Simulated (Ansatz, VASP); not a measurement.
**HfB2 in VASP and in Ansatz**

The input INCAR:

```
PREC = Accurate
ENCUT = 600
EDIFF = 1E-7
ISMEAR = -1
SIGMA = 0.05
LREAL = False
LASPH = True
NELM = 80
ALGO = Normal
ISIF = 3
LWAVE = False
LCHARG = False
GGA = PE
IVDW = 13
IBRION = 2
NSW = 60
EDIFFG = -0.01
```

File KPOINTS:

```
Automatic mesh
0
Gamma
  10 10 8
```

File POSCAR:

```
HfB2
1.0
    3.1400000000      0.0000000000      0.0000000000
   -1.5700000000      2.7193197679      0.0000000000
    0.0000000000      0.0000000000      3.4800000000
Hf B
1 2
Direct
    0.0000000000      0.0000000000      0.0000000000
    0.6666666667      0.3333333333      0.5000000000
    0.3333333333      0.6666666667      0.5000000000
```

Contents of input.yaml:

```yaml
crystal:
  lattice:
    - [3.14, 0.0, 0.0]
    - [-1.57, 2.7193197679, 0.0]
    - [0.0, 0.0, 3.48]
  atoms:
    - { symbol: Hf, position: [0.0, 0.0, 0.0] }
    - { symbol: B, position: [0.6666666667, 0.3333333333, 0.5] }
    - { symbol: B, position: [0.3333333333, 0.6666666667, 0.5] }
hamiltonian:
  xc: pbe
  pseudopotentials: { kind: paw }
  dispersion: d4
kpoints:
  mp_grid: { grid: [10, 10, 8] }
scf:
  occupations: { method: fermi_dirac, width: 0.05 }
output:
  forces: true
  stress: true
  eigenvalues: true
  write_density: true
  write_potential: true
  elf: true
  volumetric_format: npy
relax:
  f_tol: 0.01
  max_steps: 40
  cell: { stress_tol: 0.05 }
```

Alike in both runs: task relaxation of cell and atoms; functional PBE; dispersion D4; k mesh 10 × 10 × 8; occupations fermi-dirac, width 0.05 eV; no spin polarisation.

|  | VASP | Ansatz |
| --- | --- | --- |
| version | VASP 6.6.1 | Ansatz 0.2.0 |
| potentials or method | VASP PAW PBE potentials, release 64 (Hf_pv, B) | Ansatz PAW |
| plane-wave cutoff (eV) | 600 | 420 |
| valence electrons in the cell | 16 | 32 |

Ansatz gave:

| Item | Value |
| --- | --- |
| gap on the k mesh at the Fermi level, each at its own relaxed structure (eV) | none |
| relaxed volume (Å³/atom) | 9.73 |
| relaxed cell length with the largest relative difference (Å) | 3.127 |

Task: Which values does VASP return?

Result: gap on the k mesh at the Fermi level, each at its own relaxed structure (eV): none; relaxed volume (Å³/atom): 9.72; relaxed cell length with the largest relative difference (Å): 3.124.

A gap of «none» marks a metal or a gap that the smearing closes. VASP's potentials hold 16 valence electrons a cell and Ansatz's 32, so a difference there can come from the potentials and not from the codes.

Neither program's run includes spin-orbit coupling. Noted on Ansatz's run: the plane-wave basis is chosen anew once the cell has moved, so the energies of steps on either side of that aren't comparable.
